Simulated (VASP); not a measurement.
# Si (P6_3/mmc) in VASP: notebook

Si is run at these levels: PBE; tasks: single point.

All numbers are computed with VASP 6.6.1; they aren't measurements. Logs are shortened: lines on timing, memory, paths and dates and some standing lists are left out, and cuts for length are marked.

### 1 The cell of the first run

It takes space group P6_3/mmc (No. 194, hexagonal). The conventional cell has a = 3.726 Å, b = 3.726 Å, c = 6.799 Å, α = 90.00°, β = 90.00°, γ = 120.00°. Si (site symmetry 3m) has 4 Si at 2.22 to 2.45 Å within 2.9 Å.

### 2 Single point, PBE (c/a of the conventional cell at fixed volume 1.8246)

The input, INCAR:

```
PREC     = Accurate       # precision mode
ENCUT    = 520            # plane-wave cutoff, eV
EDIFF    = 1E-6           # SCF threshold, eV
ISMEAR   = 0              # smearing method
SIGMA    = 0.05           # smearing width, eV
LREAL    = False          # projectors in reciprocal space
LASPH    = True           # aspherical terms in the spheres
NELM     = 100            # most SCF steps
ALGO     = Normal         # electronic algorithm
ISIF     = 2              # what is computed and relaxed
LWAVE    = False          # write WAVECAR
LCHARG   = False          # write CHGCAR
GGA      = PE             # functional
NBANDS   = 16             # bands
```

The input, KPOINTS:

```
regular mesh
0
Gamma
  12 12 6
```

The input, POSCAR:

```
Si
1.0
    3.7261315656      0.0000000000      0.0000000000
   -1.8630657828      3.2269245936      0.0000000000
    0.0000000000      0.0000000000      6.7986996546
Si
4
Direct
    0.3333333333      0.6666666667      0.0864996323
    0.6666666667      0.3333333333      0.5864996323
    0.3333333333      0.6666666667      0.4135003677
    0.6666666667      0.3333333333      0.9135003677
```

Potentials or basis: VASP PAW PBE potentials, release 64 (Si).

On the command line:

```sh
$ cat potpaw_PBE.64/Si/POTCAR > POTCAR
$ mpirun -np 1 vasp_std > vasp.out
```

OUTCAR:

```text
PREC = Accurate
   ENCUT = 520
   EDIFF = 1E-6
   ISMEAR = 0
   LREAL = False
   LASPH = True
   NELM = 100
   ISIF = 2
   GGA = PE

 ion  position               nearest neighbor table
   1  0.333  0.667  0.086-   3 2.22   4 2.45   4 2.45   4 2.45
   2  0.667  0.333  0.586-   4 2.22   3 2.45   3 2.45   3 2.45
   3  0.333  0.667  0.414-   1 2.22   2 2.45   2 2.45   2 2.45
   4  0.667  0.333  0.914-   2 2.22   1 2.45   1 2.45   1 2.45

  LATTYP: Found a hexagonal cell.
 ALAT       =     3.7261315656
 C/A-ratio  =     1.8246000000

  Lattice vectors:

 A1 = (   3.7261315656,   0.0000000000,   0.0000000000)
 A2 = (  -1.8630657828,   3.2269245936,   0.0000000000)
 A3 = (   0.0000000000,   0.0000000000,   6.7986996546)

Analysis of symmetry for initial positions (statically):
=====================================================================
 Subroutine PRICEL returns:
 Original cell was already a primitive cell.

 Routine SETGRP: Setting up the symmetry group for a
 hexagonal supercell.

 Subroutine GETGRP returns: Found 24 space group operations
 (whereof 12 operations were pure point group operations)
 out of a pool of 24 trial point group operations.

The static configuration has the point symmetry D_3d.
 The point group associated with its full space group is D_6h.

Analysis of symmetry for dynamics (positions and initial velocities):
=====================================================================
 Subroutine PRICEL returns:
 Original cell was already a primitive cell.

 Routine SETGRP: Setting up the symmetry group for a
 hexagonal supercell.

 Subroutine GETGRP returns: Found 24 space group operations
 (whereof 12 operations were pure point group operations)
 out of a pool of 24 trial point group operations.

The dynamic configuration has the point symmetry D_3d.
 The point group associated with its full space group is D_6h.

 Subroutine INISYM returns: Found 24 space group operations
 (whereof 12 operations are pure point group operations),
 and found     1 'primitive' translations

----------------------------------------------------------------------------------------

                                     Primitive cell

  volume of cell :      81.7472

  direct lattice vectors                    reciprocal lattice vectors
[... 86 lines left out ...]
   LNONCOLLINEAR =      F non collinear calculations
   LSORBIT =      F    spin-orbit coupling
   LASPH  =      T    aspherical Exc in radial PAW
   ENCUT  =  520.0 eV  38.22 Ry    6.18 a.u.   6.93  6.93 12.64*2*pi/ulx,y,z
   NELM   =    100;   NELMIN=  2; NELMDL= -5     # of ELM steps
   EDIFF  = 0.1E-05   stopping-criterion for ELM
   LREAL  =      F    real-space projection
   EDIFFG = 0.1E-04   stopping-criterion for IOM
   NSW    =      0    number of steps for IOM
   IBRION =     -1    ionic relax: 0-MD 1-quasi-New 2-CG
   NFREE  =      0    steps in history (QN), initial steepest desc. (CG)
   ISIF   =      2    stress and relaxation
   ISYM   =      2    0-nonsym 1-usesym 2-fastsym
   POTIM  = 0.5000    time-step for ionic-motion
   TEBEG  =    0.0;   TEEND  =   0.0 temperature during run
   PSTRESS=    0.0 pullay stress
   NELECT =      16.0000    total number of electrons
   NUPDOWN=      -1.0000    fix difference up-down
   EMIN   =  10.00;   EMAX   =-10.00  energy-range for DOS
   EFERMI =   0.00;   METHOD = LEGACY
   ISMEAR =     0;   SIGMA  =   0.05  broadening in eV -4-tet -1-fermi 0-gaus
   EFERMI_NEDOS =   21; number of points for ismear=-14 and -15
   IALGO  =     38    algorithm
   IMIX   =      4    mixing-type and parameters
     AMIX     =   0.40;   BMIX     =  1.00
     AMIX_MAG =   1.60;   BMIX_MAG =  1.00
  volume/ion in A,a.u.               =      20.44       137.91
  Fermi-wavevector in a.u.,A,eV,Ry     =   0.950511  1.796206 12.292475  0.903471
  Thomas-Fermi vector in A             =   2.078895
   LORBIT       =      0    0 simple, 1 ext, 2 COOP (PROOUT), +10 PAW based schemes
   GGA     = PE    functional components
   LHFCALC =     F    Hartree Fock is set to
   AEXX    =    0.0000 exact exchange contribution
   IVDW    =     0    specifies the selected vdW correction
   LEPSILON=     F    determine dielectric tensor
   LRPA    =     F    only Hartree local field effects (RPA)
 non-spin polarized calculation
 Gauss-broadening in eV      SIGMA  =   0.05
  energy-cutoff  :      520.00
  volume of cell :       81.75
 maximum number of plane-waves:      2222
 NGX is ok and might be reduce to    28
   NGX = 13   NGY = 13   NGZ = 25

 number of electron      16.0000000 magnetization

 Free energy of the ion-electron system (eV)
  ---------------------------------------------------
  ext. energy  EPLUGINS =         0.00000000
  ---------------------------------------------------
  free energy    TOTEN  =       -20.56788765 eV

  energy without entropy =      -20.56601358  energy(sigma->0) =      -20.56695061

 E-fermi :   6.1007     XC(G=0):  -9.4010

 val. band max:        6.0765276125   @ k =   0.0833   0.0000   0.3333
 cond. band min:       6.1052093883   @ k =   0.3333   0.3333   0.1667
 fundamental gap:      0.0286817758
 Fermi energy:         6.1007471469

 k-point     1 :       0.0000    0.0000    0.0000
  band No.  band energies     occupation
      1      -6.1967      2.00000
      2      -3.8823      2.00000
      3      -2.4577      2.00000
      4       3.7849      2.00000
      5       5.2891      2.00000
      6       5.2891      2.00000
[... 433 lines left out ...]
      3      -1.4680      2.00000
      4       1.3124      2.00000
      5       1.5687      2.00000
      6       3.2392      2.00000
[... 8 lines left out ...]
     15      13.0304      0.00000
     16      13.1823      0.00000

 [... further k-points ...]
[... 5 lines left out ...]
  --------------------------------------------------------------------------------------
  -------------------------------------------------------------------------------------
  Total       -0.2397018     -0.2397018     -1.2505338      0.0000000      0.0000000      0.0000000
  in kB       -4.6979562     -4.6979562    -24.5094266      0.0000000      0.0000000      0.0000000
  external PRESSURE =     -11.3017797 kB  Pullay stress =       0.0000000 kB

 VOLUME and BASIS-vectors are now :
 -----------------------------------------------------------------------------
  energy-cutoff  :      520.00
  volume of cell :       81.75
      direct lattice vectors                 reciprocal lattice vectors
     3.726131566  0.000000000  0.000000000     0.268374850  0.154946292  0.000000000
    -1.863065783  3.226924594  0.000000000     0.000000000  0.309892584  0.000000000
     0.000000000  0.000000000  6.798699655     0.000000000  0.000000000  0.147086951

 POSITION                                       TOTAL-FORCE (eV/Angst)
 -----------------------------------------------------------------------------------
     -0.00000      2.15128      0.58809        -0.000000      0.000000     -3.334406
      1.86307      1.07564      3.98743        -0.000000     -0.000000     -3.334406
     -0.00000      2.15128      2.81126         0.000000     -0.000000      3.334406
      1.86307      1.07564      6.21061         0.000000      0.000000      3.334406
 -----------------------------------------------------------------------------------
    total drift:                               -0.000000      0.000000      0.000000

  FREE ENERGIE OF THE ION-ELECTRON SYSTEM (eV)
  ---------------------------------------------------
  free  energy   TOTEN  =       -20.5678876454 eV

  energy  without entropy=      -20.5660135827  energy(sigma->0) =      -20.56695061
```

OSZICAR:

```text
N       E                     dE             d eps       ncg     rms          rms(c)
DAV:   1     0.251253213215E+02    0.25125E+02   -0.59196E+03  2432   0.818E+02
DAV:   2    -0.191518393509E+02   -0.44277E+02   -0.40422E+02  3304   0.116E+02
DAV:   3    -0.208946973455E+02   -0.17429E+01   -0.17294E+01  3320   0.218E+01
DAV:   4    -0.209147542518E+02   -0.20057E-01   -0.20051E-01  3000   0.302E+00
DAV:   5    -0.209151068971E+02   -0.35265E-03   -0.35262E-03  3432   0.374E-01    0.649E+00
DAV:   6    -0.206656113670E+02    0.24950E+00   -0.10942E-01  2992   0.162E+00    0.388E+00
DAV:   7    -0.205680282817E+02    0.97583E-01   -0.18908E-01  3072   0.216E+00    0.322E-01
DAV:   8    -0.205677173346E+02    0.31095E-03   -0.20936E-02  2784   0.818E-01    0.166E-01
DAV:   9    -0.205677855493E+02   -0.68215E-04   -0.14177E-03  3144   0.228E-01    0.910E-02
DAV:  10    -0.205678758842E+02   -0.90335E-04   -0.35441E-04  2992   0.100E-01    0.234E-02
DAV:  11    -0.205678855698E+02   -0.96856E-05   -0.34240E-05  3152   0.347E-02    0.151E-02
DAV:  12    -0.205678876569E+02   -0.20871E-05   -0.44217E-06  3064   0.116E-02    0.487E-03
DAV:  13    -0.205678876454E+02    0.11490E-07   -0.63149E-07  1824   0.462E-03
   1 F= -.20567888E+02 E0= -.20566951E+02  d E =-.187406E-02
```

Wall time 42 s (1 thread of Intel Xeon 6975P-C (Granite Rapids), shared host); peak memory 0.22 GiB.

What came out:

```yaml
Free_energy: -20.5679 eV
Pressure: -1.1 GPa
Largest_force: 3.334 eV/Å
Band_gap_on_the_k_mesh: zero (band 8 reaches 6.94 eV, above the bottom of band 9 at 5.69 eV)
```

Forces in eV/Å, atoms in the order of the input:
```
Si   0.000  0.000 -3.334
Si   0.000  0.000 -3.334
Si   0.000  0.000  3.334
Si   0.000  0.000  3.334
```

Levels at points of the mesh, in eV from the Fermi level:
| k point | band 6 | band 7 | band 8 | band 9 | band 10 | band 11 |
| --- | --- | --- | --- | --- | --- | --- |
| (0.00, 0.00, 0.00) | -0.81 | 0.84 | 0.84 | 0.90 | 1.91 | 1.91 |
| (0.50, 0.00, 0.00) | -3.91 | -2.51 | -0.83 | 0.96 | 1.15 | 2.06 |
| (0.00, 0.00, 0.50) | -0.25 | -0.25 | -0.25 | 2.75 | 2.75 | 3.25 |
| (0.50, 0.00, 0.50) | -3.46 | -1.90 | -1.90 | -0.03 | -0.03 | 1.97 |

Caveat: forces of over 1 eV/Å act on the atoms, so gaps and moduli don't describe the material at rest.

[end of part 1 of 2]
